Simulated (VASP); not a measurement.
Here is a VASP 6.6.1 calculation.

Contents of INCAR:

```
SYSTEM = BaS
PREC = Accurate
ENCUT = 520
EDIFF = 1E-8
ISMEAR = -1
SIGMA = 0.01
LREAL = .False.
LASPH = .True.
NELM = 60
ALGO = Normal
ISIF = 2
LWAVE = .False.
LCHARG = .False.
GGA = CA
LEFG = .True.
NBANDS = 15
```

Contents of KPOINTS:

```
regular mesh
0
Gamma
  7 7 7
  0 0 0
```

Contents of POSCAR:

```
BaS
1.0
    0.0319375000      3.2097187500      3.2097187500
    3.2097187500      0.0319375000      3.2097187500
    3.2097187500      3.2097187500      0.0319375000
Ba S
1 1
Direct
    0.0000000000      0.0000000000      0.0000000000
    0.5000000000      0.5000000000      0.5000000000
```

Potentials or basis: VASP PAW LDA potentials, release 64 (Ba_sv, S).

Run with:

```bash
$ cat potpaw_LDA.64/Ba_sv/POTCAR potpaw_LDA.64/S/POTCAR > POTCAR
$ mpirun -np 1 vasp_std > vasp.out
```

(1) What does it give for the band gap on the k mesh?

(2) Estimate the pressure.

## Answers

(1) 1.95 eV, indirect (least direct gap 2.10 eV).

(2) -1.8 GPa.

Caveat: the cell differs from its parent crystal (equal xy, yz and zx shear strains of +1 %); without QUAD_EFG the Cq values of the log hold for a quadrupole moment of 1 mb, not for the nuclei; spin-orbit coupling is left out, which moves the levels of the heavy elements.
